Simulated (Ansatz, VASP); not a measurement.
**HfH5 in VASP and in Ansatz**

INCAR

```
PREC     = Accurate       # precision mode
ENCUT    = 600            # plane-wave cutoff, eV
EDIFF    = 1E-7           # SCF threshold, eV
ISMEAR   = 0              # smearing method
SIGMA    = 0.1            # smearing width, eV
LREAL    = F              # projectors in reciprocal space
LASPH    = T              # aspherical terms in the spheres
NELM     = 100            # most SCF steps
ALGO     = Normal         # electronic algorithm
ISIF     = 3              # what is computed and relaxed
LWAVE    = F              # write WAVECAR
LCHARG   = F              # write CHGCAR
GGA      = PE             # functional
IBRION   = 2              # ionic algorithm
NSW      = 90             # ionic steps
EDIFFG   = -0.04          # ionic threshold
```

KPOINTS

```
Automatic mesh
0
Gamma
  6 6 6
```

The input POSCAR:

```
HfH5
1.0
    4.4361424600      0.0000000000      0.0000000000
   -2.2180712300      3.8418120700      0.0000000000
    0.0000000000      0.0000000000      3.5415104700
Hf H
1 5
Direct
    0.0000000000      0.0000000000      0.0000000000
    0.0000000000      0.5000000000      0.5000000000
    0.3333333300      0.6666666700      0.0000000000
    0.6666666700      0.3333333300      0.0000000000
    0.5000000000      0.0000000000      0.5000000000
    0.5000000000      0.5000000000      0.5000000000
```

Input for Ansatz:

```yaml
crystal:
  lattice:
    - [4.43614246, 0.0, 0.0]
    - [-2.21807123, 3.84181207, 0.0]
    - [0.0, 0.0, 3.54151047]
  atoms:
    - { symbol: Hf, position: [0.0, 0.0, 0.0] }
    - { symbol: H, position: [0.0, 0.5, 0.5] }
    - { symbol: H, position: [0.33333333, 0.66666667, 0.0] }
    - { symbol: H, position: [0.66666667, 0.33333333, 0.0] }
    - { symbol: H, position: [0.5, 0.0, 0.5] }
    - { symbol: H, position: [0.5, 0.5, 0.5] }
basis:
  ecutwfc: 420
kpoints:
  mp_grid: { grid: [6, 6, 6] }
hamiltonian:
  xc: pbe
scf:
  occupations: { method: gaussian, width: 0.1 }
  lower_state_search: "off"
output:
  forces: true
  stress: true
  eigenvalues: true
relax:
  adjacent_minimum: "off"
  f_tol: 0.04
  max_steps: 70
  cell: { stress_tol: 0.4 }
```

Change from the starting cell: species swapped into the CeFe5 type (P6/mmm, No. 191).

Alike in both runs: task relaxation of cell and atoms; functional PBE; k mesh 6 × 6 × 6; occupations gaussian, width 0.1 eV; no spin polarisation.

|  | VASP | Ansatz |
| --- | --- | --- |
| version | VASP 6.6.1 | Ansatz 0.2.0 |
| potentials or method | VASP PAW PBE potentials, release 64 (Hf_pv, H), cutoff 600 eV | scalar-relativistic, plane waves, PAW |
| valence electrons in the cell | 15 | 31 |

|  | VASP | Ansatz | Ansatz less VASP |
| --- | --- | --- | --- |
| gap on the k mesh at the Fermi level, each at its own relaxed structure (eV) | none | none | - |
| relaxed volume (Å³/atom) | 5.65 | 5.67 | +0.023 |
| relaxed length of the cell vector where the two differ most in proportion (Å) | 3.140 | 3.164 | +0.0237 |

A gap of «none» marks a metal or a gap that the smearing closes. VASP's potentials hold 15 valence electrons a cell and Ansatz's 31, so a difference there can come from the potentials and not from the codes.

Neither program's run includes spin-orbit coupling. Noted on VASP's run: the volume moved by over 15 % at a fixed basis, so the end points are rough.
